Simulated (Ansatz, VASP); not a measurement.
PtS2: VASP beside Ansatz

```
Pt S
1.0
     3.70180    0.00000    0.00000
    -1.85090    3.20585    0.00000
     0.00000    0.00000    6.82150
Pt S
1 2
Direct
  0.00000 0.00000 0.00000
  0.33333 0.66667 0.17004
  0.66667 0.33333 0.82996
```

Alike in both runs: functional PBE; k mesh 9 × 9 × 4; occupations gaussian, width 0.05 eV; no spin polarisation.

Ansatz relaxed the structure, and its values are those at the end. VASP's run is a single point on that final structure, the one shown.

|  | VASP | Ansatz |
| --- | --- | --- |
| version | VASP 6.6.1 | Ansatz 0.2.0 |
| potentials or method | VASP PAW PBE potentials, release 64 (Pt, S), cutoff 520 eV | scalar-relativistic, plane waves, PAW |
| valence electrons in the cell | 22 | 30 |

Ansatz gave:

```
gap on the k mesh at the Fermi level (eV) : 1.43
least direct gap on the mesh (eV)         : 1.46
pressure (GPa)                            : -3.4
rms of the force components (eV/Å)        : 0.000
```

Question: What did VASP give for the same quantities?

Answer: gap on the k mesh at the Fermi level (eV): 1.43; least direct gap on the mesh (eV): 1.46; pressure (GPa): -3.7; rms of the force components (eV/Å): 0.015.

With one functional, cell and mesh, what is left measures potentials, basis and numerics. VASP's potentials hold 22 valence electrons a cell and Ansatz's 30, so a difference there can come from the potentials and not from the codes. Ansatz's warnings: stress scf threshold loose.

Spin-orbit coupling is off throughout.
